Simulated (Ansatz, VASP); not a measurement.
**ZrO5 in VASP and in Ansatz**

INCAR

```
SYSTEM = ZrO5
  ALGO = Normal
  EDIFF = 1E-7
  ENCUT = 520
  GGA = PE
  ISIF = 2
  ISMEAR = 0
  LASPH = .True.
  LCHARG = .False.
  LREAL = .False.
  LWAVE = .False.
  NBANDS = 30
  NELM = 100
  PREC = Accurate
  SIGMA = 0.1
```

KPOINTS

```
k-points
0
Gamma
  6 6 2
  0 0 0
```

File POSCAR:

```
ZrO5
1.0
    2.4979779100      0.0000000000      0.0000000000
    0.0000000000      2.4979779100      0.0000000000
    0.0000000000      0.0000000000     10.5813540000
Zr O
1 5
Direct
    0.5000000000      0.5000000000      0.0000000000
    0.5000000000      0.5000000000      0.3344822800
    0.5000000000      0.5000000000      0.6655177200
    0.0000000000      0.0000000000      0.1759868000
    0.0000000000      0.0000000000      0.8240132000
    0.0000000000      0.0000000000      0.5000000000
```

Input for Ansatz:

```yaml
crystal:
  lattice:
    - [2.49797791, 0.0, 0.0]
    - [0.0, 2.49797791, 0.0]
    - [0.0, 0.0, 10.581354]
  atoms:
    - { symbol: Zr, position: [0.5, 0.5, 0.0] }
    - { symbol: O, position: [0.5, 0.5, 0.33448228] }
    - { symbol: O, position: [0.5, 0.5, 0.66551772] }
    - { symbol: O, position: [0.0, 0.0, 0.1759868] }
    - { symbol: O, position: [0.0, 0.0, 0.8240132] }
    - { symbol: O, position: [0.0, 0.0, 0.5] }
basis:
  ecutwfc: 420
kpoints:
  mp_grid: { grid: [6, 6, 2] }
hamiltonian:
  xc: pbe
scf:
  occupations: { method: gaussian, width: 0.1 }
  lower_state_search: "off"
output:
  forces: true
  stress: true
  eigenvalues: true
```

Change from the starting cell: species swapped into the Hf5Pb type (P4/mmm, No. 123).

Alike in both runs: task single point; functional PBE; k mesh 6 × 6 × 2; occupations gaussian, width 0.1 eV; no spin polarisation.

```csv
,VASP,Ansatz
version,VASP 6.6.1,Ansatz 0.2.0
potentials or method,"VASP PAW PBE potentials, release 64 (Zr_sv, O), cutoff 520 eV","scalar-relativistic, plane waves, PAW"
valence electrons in the cell,42,42
```

```csv
,VASP,Ansatz,Ansatz less VASP
gap on the k mesh at the Fermi level (eV),none,none,-
pressure (GPa),-5.7,-5.8,-0.05
"traceless stress, the component that is largest in VASP (GPa)",-39.71,-39.66,+0.053
rms of the force components (eV/Å),1.566,1.575,+0.0087
```

Atom by atom the forces differ by 0.009 eV/Å (rms over components). A gap of «none» marks a metal or a gap that the smearing closes. With one functional, cell and mesh, what is left measures potentials, basis and numerics.

The k mesh is coarse, so the values compare programs but aren't converged.
